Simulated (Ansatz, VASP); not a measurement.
Tl: VASP beside Ansatz

```
Tl
1.0
     3.35865    0.00000    0.00000
    -1.67933    2.90868    0.00000
     0.00000    0.00000    5.52724
Tl
2
Direct
  0.33333 0.66667 0.25000
  0.66667 0.33333 0.75000
```

Alike in both runs: task single point; functional r2SCAN; k mesh 6 × 6 × 4; occupations gaussian, width 0.1 eV; no spin polarisation.

|  | VASP | Ansatz |
| --- | --- | --- |
| version | VASP 6.6.1 | Ansatz 0.2.0 |
| potentials or method | VASP PAW PBE potentials, release 64 (Tl_d), cutoff 520 eV | scalar-relativistic, plane waves, PAW |
| valence electrons in the cell | 26 | 26 |

|  | VASP | Ansatz | Ansatz less VASP |
| --- | --- | --- | --- |
| gap on the k mesh at the Fermi level (eV) | none | none | - |
| pressure (GPa) | 4.4 | 4.4 | +0.04 |
| traceless stress, the component that is largest in VASP (GPa) | 0.92 | 0.92 | +0.002 |

VASP's potentials were made for PBE, not for r2SCAN. A gap of «none» marks a metal or a gap that the smearing closes.

The k mesh is coarse, so the values compare programs but aren't converged. Neither program's run includes spin-orbit coupling.
